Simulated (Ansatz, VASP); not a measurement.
# Two plane-wave programs on Te2Mo

```xyz
3
Lattice="4.0201 0.0000 0.0000 -2.0101 3.4815 0.0000 0.0000 0.0000 6.4853" Properties=species:S:1:pos:R:3 pbc="T T T"
Mo    0.0000    0.0000    0.0000
Te    0.0000    2.3210    1.6343
Te    2.0101    1.1605    4.8510
```

Alike in both runs: task single point; functional PBE; k mesh 6 × 6 × 3; occupations gaussian, width 0.05 eV; collinear spin; Hubbard terms Mo d U = 4.0 eV, J = 0.5 eV.

|  | VASP | Ansatz |
| --- | --- | --- |
| version | VASP 6.6.1 | Ansatz 0.2.0 |
| potentials or method | VASP PAW PBE potentials, release 64 (Mo_sv, Te), cutoff 500 eV | scalar-relativistic, plane waves, PAW |
| valence electrons in the cell | 26 | 46 |

|  | VASP | Ansatz | Ansatz less VASP |
| --- | --- | --- | --- |
| gap on the k mesh at the Fermi level (eV) | none | none | - |
| pressure (GPa) | -0.4 | -0.3 | +0.18 |
| traceless stress, the component that is largest in VASP (GPa) | 0.18 | -0.10 | -0.277 |
| rms of the force components (eV/Å) | 0.053 | 0.046 | -0.0068 |
| net moment per atom (μB) | 0.78 | 0.81 | +0.029 |
| size of the moment on the site where the two differ most (μB) | 2.54 | 2.39 | -0.157 |

Site moments also hang on the region over which each program counts them. The programs project onto different local orbitals, so the same U acts differently, and such runs can settle in different states. Atom by atom the forces differ by 0.007 eV/Å (rms over components). A gap of «none» marks a metal or a gap that the smearing closes. VASP's potentials hold 26 valence electrons a cell and Ansatz's 46, so a difference there can come from the potentials and not from the codes. Ansatz's warnings: filled band counts differ across k points.

Spin-orbit coupling is off throughout.
